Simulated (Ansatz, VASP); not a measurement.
**One calculation of Te2Mo, two programs**

File INCAR:

```
ALGO = Normal
EDIFF = 1E-7
ENCUT = 520
GGA = PE
ISIF = 2
ISMEAR = 0
LASPH = T
LCHARG = T
LELF = T
LREAL = F
LVHAR = T
LWAVE = F
NBANDS = 35
NELM = 100
PREC = Accurate
SIGMA = 0.05
```

File KPOINTS:

```
k-points
0
Gamma
  12 12 2
```

File POSCAR:

```
Te2Mo
1.0
    3.5570664331      0.0000000000      0.0000000000
   -1.7785332165      3.0805098940      0.0000000000
    0.0000000000      0.0000000000     15.2047186580
Te Mo
4 2
Direct
    0.3333333333      0.6666666667      0.6113636383
    0.6666666667      0.3333333333      0.1310943552
    0.3333333333      0.6666666667      0.8689056448
    0.6666666667      0.3333333333      0.3689056448
    0.3333333333      0.6666666667      0.2500000000
    0.6666666667      0.3333333333      0.7500000000
```

Input for Ansatz:

```yaml
crystal:
  lattice:
    - [3.5570664331, 0.0, 0.0]
    - [-1.7785332165, 3.080509894, 0.0]
    - [0.0, 0.0, 15.204718658]
  atoms:
    - { symbol: Te, position: [0.3333333333, 0.6666666667, 0.6113636383] }
    - { symbol: Te, position: [0.6666666667, 0.3333333333, 0.1310943552] }
    - { symbol: Te, position: [0.3333333333, 0.6666666667, 0.8689056448] }
    - { symbol: Te, position: [0.6666666667, 0.3333333333, 0.3689056448] }
    - { symbol: Mo, position: [0.3333333333, 0.6666666667, 0.25] }
    - { symbol: Mo, position: [0.6666666667, 0.3333333333, 0.75] }
basis:
  ecutwfc: 420
kpoints:
  mp_grid: { grid: [12, 12, 2] }
hamiltonian:
  xc: pbe
scf:
  occupations: { method: gaussian, width: 0.05 }
output:
  forces: true
  stress: true
  eigenvalues: true
```

Alike in both runs: task single point; functional PBE; k mesh 12 × 12 × 2; occupations gaussian, width 0.05 eV; no spin polarisation.

```csv
,VASP,Ansatz
version,VASP 6.6.1,Ansatz 0.2.0
potentials or method,"VASP PAW PBE potentials, release 64 (Te, Mo_sv), cutoff 520 eV","scalar-relativistic, plane waves, PAW"
valence electrons in the cell,52,92
```

|  | VASP | Ansatz | Ansatz less VASP |
| --- | --- | --- | --- |
| gap on the k mesh at the Fermi level (eV) | 0.72 | 0.72 | -0.002 |
| least direct gap on the mesh (eV) | 0.90 | 0.91 | +0.005 |
| pressure (GPa) | -2.9 | -2.9 | -0.01 |
| traceless stress, the component that is largest in VASP (GPa) | -2.35 | -2.39 | -0.046 |
| rms of the force components (eV/Å) | 0.720 | 0.720 | +0.0007 |

Atom by atom the forces differ by 0.005 eV/Å (rms over components). VASP's potentials hold 52 valence electrons a cell and Ansatz's 92, so a difference there can come from the potentials and not from the codes.

Neither program's run includes spin-orbit coupling.
